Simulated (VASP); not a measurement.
# BN (P6_3mc) in VASP: notebook, part 2 of 2

VASP 6.6.1. Earlier steps stand in the parts before.

### Step 3. Single point, RPBE (volume scaled by 0.98)

INCAR reads:

```
SYSTEM = BN
  ALGO = Normal
  EDIFF = 1E-6
  ENCUT = 600
  GGA = RP
  GGA_COMPAT = .False.
  ISIF = 2
  ISMEAR = 0
  LASPH = .True.
  LCHARG = .True.
  LELF = .True.
  LREAL = .False.
  LVHAR = .True.
  LWAVE = .False.
  NBANDS = 16
  NELM = 120
  PREC = Accurate
  SIGMA = 0.05
```

KPOINTS reads:

```
k-points
0
Gamma
  10 10 6
  0 0 0
```

POSCAR reads:

```
BN
1.0
    2.5507933354      0.0000000000      0.0000000000
   -1.2753966677      2.2090518283      0.0000000000
    0.0000000000      0.0000000000      4.2178047658
B N
2 2
Direct
    0.6666666667      0.3333333333      0.0002079309
    0.3333333333      0.6666666667      0.5002079309
    0.6666666667      0.3333333333      0.3747920691
    0.3333333333      0.6666666667      0.8747920691
```

Potentials or basis: VASP PAW PBE potentials, release 64 (B, N).

Run with:

```bash
cat potpaw_PBE.64/B/POTCAR potpaw_PBE.64/N/POTCAR > POTCAR
mpirun -np 1 vasp_std > vasp.out
```

It took 31 s on 1 thread of Intel Xeon 8259CL, shared host; peak memory 0.14 GiB.

The run converged. Its results:

* Free energy: -33.1803 eV
* Pressure: 7.6 GPa
* Largest force: 0.005 eV/Å
* Band gap on the k mesh: 5.47 eV, indirect (least direct gap 8.30 eV)

Forces in eV/Å, atoms in the order of the input:
```
B    0.000  0.000  0.005
B    0.000  0.000  0.005
N    0.000  0.000 -0.005
N    0.000  0.000 -0.005
```

Stress tensor (GPa, compression positive):
```
7.58 0.00 0.00
0.00 7.58 0.00
0.00 0.00 7.50
```

Levels at points of the mesh, in eV from the valence-band top:
```
           k point  band 5  band 6  band 7  band 8  band 9  band 10  band 11  band 12
(0.00, 0.00, 0.00)   -2.11   -0.26    0.00    0.00    8.40     8.40     8.63     9.44
(0.50, 0.00, 0.00)   -6.89   -4.96   -4.38   -2.10    6.72     8.01    10.63    11.46
(0.00, 0.00, 0.50)   -1.17   -1.17   -1.17   -1.17    9.47     9.47     9.95     9.95
(0.50, 0.00, 0.50)   -3.75   -3.75   -3.55   -3.55    6.61     6.61    10.03    10.03
```

Caveat: the cell differs from its parent crystal (volume scaled by 0.98); the PAW data sets were made with another functional, which shifts forces and pressure a little.

### Step 4. Single point, revPBE+D4 (volume scaled by 1.02)

INCAR reads:

```
SYSTEM = BN
ALGO = Normal
EDIFF = 1E-6
ENCUT = 600
GGA = RE
GGA_COMPAT = .False.
ISIF = 2
ISMEAR = 0
IVDW = 13
LASPH = .True.
LCHARG = .False.
LREAL = .False.
LWAVE = .False.
NBANDS = 16
NELM = 120
PREC = Accurate
SIGMA = 0.05
```

KPOINTS is that of step 3.

POSCAR reads:

```
BN
1.0
    2.5503295700      0.0000000000      0.0000000000
   -1.2751647850      2.2086501956      0.0000000000
    0.0000000000      0.0000000000      4.2174449125
B N
2 2
Direct
    0.6666666667      0.3333333333      0.0002497115
    0.3333333333      0.6666666667      0.5002497115
    0.6666666667      0.3333333333      0.3747502885
    0.3333333333      0.6666666667      0.8747502885
```

Potentials or basis: VASP PAW PBE potentials, release 64 (B, N).

Run with:

```bash
cat potpaw_PBE.64/B/POTCAR potpaw_PBE.64/N/POTCAR > POTCAR
mpirun -np 1 vasp_std > vasp.out
```

OUTCAR:

```text
SYSTEM = BN
   EDIFF = 1E-6
   ENCUT = 600
   GGA = RE
   ISIF = 2
   ISMEAR = 0
   IVDW = 13
   LASPH = .True.
   LREAL = .False.
   NELM = 120
   PREC = Accurate

 ion  position               nearest neighbor table
   1  0.667  0.333  0.000-   4 1.56   4 1.56   4 1.56   3 1.58
   2  0.333  0.667  0.500-   3 1.56   3 1.56   3 1.56   4 1.58
   3  0.667  0.333  0.375-   2 1.56   2 1.56   2 1.56   1 1.58
   4  0.333  0.667  0.875-   1 1.56   1 1.56   1 1.56   2 1.58

  LATTYP: Found a hexagonal cell.
 ALAT       =     2.5503295700
[... 658 lines left out ...]

  FORCE on cell =-STRESS in cart. coord.  units (eV):
  Direction    XX          YY          ZZ          XY          YZ          ZX
  --------------------------------------------------------------------------------------
  -------------------------------------------------------------------------------------
  Total      -1.11128    -1.11128    -1.10350     0.00000     0.00000     0.00000
  in kB     -74.94824   -74.94824   -74.42346     0.00000     0.00000     0.00000
  external pressure =      -74.77 kB  Pullay stress =        0.00 kB

 VOLUME and BASIS-vectors are now :
 -----------------------------------------------------------------------------
  energy-cutoff  :      600.00
  volume of cell :       23.76
      direct lattice vectors                 reciprocal lattice vectors
     2.550329570  0.000000000  0.000000000     0.392106186  0.226382612  0.000000000
    -1.275164785  2.208650196  0.000000000     0.000000000  0.452765224  0.000000000
     0.000000000  0.000000000  4.217444913     0.000000000  0.000000000  0.237110388

 POSITION                                       TOTAL-FORCE (eV/Angst)
 -----------------------------------------------------------------------------------
      1.27516      0.73622      0.00105         0.000000     -0.000000      0.000378
     -0.00000      1.47243      2.10978        -0.000000      0.000000      0.000378
      1.27516      0.73622      1.58049         0.000000      0.000000     -0.000378
     -0.00000      1.47243      3.68921        -0.000000      0.000000     -0.000378
 -----------------------------------------------------------------------------------
    total drift:                               -0.000000     -0.000000     -0.000227

  FREE ENERGIE OF THE ION-ELECTRON SYSTEM (eV)
  ---------------------------------------------------
  free  energy   TOTEN  =       -35.6694837039 eV

  energy  without entropy=      -35.6694837039  energy(sigma->0) =      -35.66948370
```

It took 39 s on 1 thread of Intel Xeon 8259CL, shared host; peak memory 0.15 GiB.

What came out:

| Property | Result |
| --- | --- |
| Free energy | -35.6695 eV |
| Pressure | -7.5 GPa |
| Band gap on the k mesh | 5.44 eV, indirect (least direct gap 8.29 eV) |
| Dispersion energy per atom | -0.548 eV |

Caveat: the cell differs from its parent crystal (volume scaled by 1.02); the PAW data sets were made with another functional, which shifts forces and pressure a little. A k mesh can miss the band edges.

### Step 5. Single point, PBE+D3(BJ)

This run uses another cell than the first one, of 5.93 Å³/atom, 1.014 times its volume.

INCAR reads:

```
SYSTEM = BN
ALGO = Normal ; EDIFF = 1E-6
ENCUT = 600 ; GGA = PE
GGA_COMPAT = .FALSE. ; ISIF = 2
ISMEAR = 0 ; IVDW = 12
LASPH = .TRUE. ; LCHARG = .FALSE.
LREAL = .FALSE. ; LWAVE = .FALSE.
NBANDS = 16 ; NELM = 120
PREC = Accurate ; SIGMA = 0.05
```

KPOINTS reads:

```
k-points
0
G
  10 10 6
  0 0 0
```

POSCAR reads:

```
BN
1.0
    2.5490066092      0.0000000000      0.0000000000
   -1.2745033046      2.2075044779      0.0000000000
    0.0000000000      0.0000000000      4.2152591945
B N
2 2
Direct
    0.6666666667      0.3333333333      0.0002146919
    0.3333333333      0.6666666667      0.5002146919
    0.6666666667      0.3333333333      0.3747853081
    0.3333333333      0.6666666667      0.8747853081
```

Run with:

```bash
cat potpaw_PBE.64/B/POTCAR potpaw_PBE.64/N/POTCAR > POTCAR
mpirun -np 1 vasp_std > vasp.out
```

Run time: 36 s. Hardware: 1 thread of Intel Xeon 8259CL, shared host; peak memory 0.16 GiB.

Results (log left out):

```
Free energy                : -35.6717 eV
Pressure                   : -3.2 GPa
Band gap on the k mesh     : 5.39 eV, indirect (least direct gap 8.26 eV)
Dispersion energy per atom : -0.208 eV
```

Levels at points of the mesh, in eV from the valence-band top:
```tsv
k point	band 4	band 5	band 6	band 7	band 8	band 9	band 10	band 11	band 12	band 13
(0.00, 0.00, 0.00)	-2.12	-2.12	-0.27	0.00	0.00	8.36	8.36	8.59	9.48	10.72
(0.50, 0.00, 0.00)	-7.78	-6.89	-4.97	-4.39	-2.10	6.70	7.96	10.59	11.46	12.88
(0.00, 0.00, 0.50)	-5.70	-1.17	-1.17	-1.17	-1.17	9.46	9.46	9.91	9.91	9.91
(0.50, 0.00, 0.50)	-9.99	-3.75	-3.75	-3.56	-3.56	6.58	6.58	10.02	10.02	14.25
```

### Step 6. Overview

```tsv
level	cell	gap on the mesh (eV)	pressure (GPa)
revPBE	a = 2.537, b = 2.537, c = 4.196 Å, angles 90.0, 90.0, 120.0°, 4 atoms	5.41	12.6
RPBE	a = 2.551, b = 2.551, c = 4.218 Å, angles 90.0, 90.0, 120.0°, 4 atoms	5.47	7.6
revPBE+D4	a = 2.550, b = 2.550, c = 4.217 Å, angles 90.0, 90.0, 120.0°, 4 atoms	5.44	-7.5
PBE+D3(BJ)	a = 2.549, b = 2.549, c = 4.215 Å, angles 90.0, 90.0, 120.0°, 4 atoms	5.39	-3.2
```

Alike in all rows: task single point; potentials or basis VASP PAW PBE potentials, release 64 (B, N); no spin polarisation; k mesh 10 × 10 × 6; cutoff (eV) 600; smearing gaussian 0.05 eV.

Caveats: the PAW data sets were made with another functional, which shifts forces and pressure a little (some runs).

Absolute energies hang on the potentials; compare differences alone.
